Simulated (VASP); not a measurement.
Crystal: Ga2F3.

```
Ga F
1.0
     3.94744    0.00000    0.00000
    -1.97372    3.41858    0.00000
     0.00000    0.00000    4.76617
Ga F
2 3
Direct
  0.33333 0.66667 0.13800
  0.66667 0.33333 0.86200
  0.00000 0.00000 0.00000
  0.33333 0.66667 0.62500
  0.66667 0.33333 0.37500
```

```yaml
Program: VASP 6.6.1
Task: relaxation of cell and atoms
Functional: PBE
Potentials_or_basis: VASP PAW PBE potentials, release 64 (Ga_d, F)
Cutoff: 600 eV
k_mesh: 6 × 6 × 4
Occupations: gaussian, width 0.1 eV
Spin: no spin polarisation
```

At the start: pressure 7.3 GPa; volume 12.86 Å³/atom.

How do energy, volume and symmetry change on relaxing?

Over 12 steps the energy falls by 203.1 meV/atom and the volume is 14.54 Å³/atom (+13.0 %); space group P-3m1 (No. 164, to 0.1 Å) before and after.

The path:
```
step  energy change (eV)  largest force (eV/Å)  pressure (GPa)  volume (Å³)
   1              0.0000                2.3796            7.29        64.32
   2             -0.7361                1.3387           -0.19        69.83
   3             -0.9294                0.5815           -2.24        73.87
   4             -0.9394                0.4921           -2.31        74.90
   5             -0.9705                0.3079            0.79        72.61
   6             -0.9737                0.2121            0.01        73.11
   7             -0.9943                0.1566            0.21        72.63
   8             -1.0123                0.0280            0.74        71.62
   9             -1.0124                0.0180            0.81        71.56
  10             -1.0141                0.1308           -0.33        72.70
  11             -1.0145                0.0934            0.03        72.34
  12             -1.0153                0.0108           -0.05        72.68
```

Final structure:
```cif
data_structure
_symmetry_space_group_name_H-M 'P 1'
_symmetry_Int_Tables_number 1
_cell_length_a 4.2053
_cell_length_b 4.2053
_cell_length_c 4.7454
_cell_angle_alpha 90.000
_cell_angle_beta 90.000
_cell_angle_gamma 120.000
_cell_volume 72.68
loop_
_atom_site_label
_atom_site_type_symbol
_atom_site_fract_x
_atom_site_fract_y
_atom_site_fract_z
_atom_site_occupancy
Ga1 Ga 0.33333 0.66667 0.18998 1
Ga2 Ga 0.66667 0.33333 0.81002 1
F1 F 0.00000 0.00000 0.00000 1
F2 F 0.33333 0.66667 0.60096 1
F3 F 0.66667 0.33333 0.39904 1
```

Caveat: an odd number of electrons without spin polarisation forces a metal; a magnetic or distorted state may lie lower.
